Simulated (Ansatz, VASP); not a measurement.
## BiTe: VASP beside Ansatz

```
Bi Te
1.0
     0.00000    3.23500    3.13795
     3.23500    0.00000    3.13795
     3.23500    3.23500    0.00000
Bi Te
1 1
Direct
  0.00000 0.00000 0.00000
  0.50000 0.50000 0.50000
```

Change from the starting cell: strain +0.000 along x and y, -0.030 along z, atoms carried along.

Alike in both runs: task single point; functional PBEsol; k mesh 14 × 14 × 14; occupations gaussian, width 0.15 eV; no spin polarisation.

|  | VASP | Ansatz |
| --- | --- | --- |
| version | VASP 6.6.1 | Ansatz 0.2.0 |
| potentials or method | VASP PAW PBE potentials, release 64 (Bi_d, Te), cutoff 520 eV | scalar-relativistic, plane waves, PAW |
| valence electrons in the cell | 21 | 31 |

|  | VASP | Ansatz | Ansatz less VASP |
| --- | --- | --- | --- |
| gap on the k mesh at the Fermi level (eV) | none | none | - |
| pressure (GPa) | -0.1 | -0.1 | +0.02 |
| traceless stress, the component that is largest in VASP (GPa) | 1.97 | 1.97 | -0.001 |

VASP's potentials were made for PBE, not for PBEsol. A gap of «none» marks a metal or a gap that the smearing closes. The functional is the same, so the differences come from potentials, cutoffs and numerics. VASP's potentials hold 21 valence electrons a cell and Ansatz's 31, so a difference there can come from the potentials and not from the codes.

Neither program's run includes spin-orbit coupling.
